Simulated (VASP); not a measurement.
A run of VASP 6.6.1:

Contents of INCAR:

```
ALGO = Normal
EDIFF = 1E-7
ENCUT = 520
ISIF = 2
ISMEAR = 0
ISPIN = 2
LASPH = T
LCHARG = F
LMAXMIX = 4
LORBIT = 11
LREAL = F
LWAVE = F
MAGMOM = 0 0 0.75
NBANDS = 20
NELM = 150
NUPDOWN = 0.75
PREC = Accurate
SIGMA = 0.15
```

Contents of KPOINTS:

```
k-points
0
Gamma
  14 14 14
```

POSCAR

```
Si2Ni
1.0
    0.0000000000      2.5042594055      2.5042594055
    2.5042594055      0.0000000000      2.5042594055
    2.5042594055      2.5042594055      0.0000000000
Si Ni
2 1
Direct
    0.2500000000      0.2500000000      0.2500000000
    0.7500000000      0.7500000000      0.7500000000
    0.0000000000      0.0000000000      0.0000000000
```

Potentials or basis: VASP PAW LDA potentials, release 64 (Si, Ni).

Run with:

```console
$ cat potpaw_LDA.64/Si/POTCAR potpaw_LDA.64/Ni/POTCAR > POTCAR
$ mpirun -np 1 vasp_std > vasp.out
```

Hardware: 1 thread of AMD EPYC 7R13, with other jobs on the host.

How long does it take, and how much memory?

It took 5 min on 1 thread of AMD EPYC 7R13, with other jobs on the host, peak memory 0.19 GiB. Counts: scf iterations 15, k points 104.
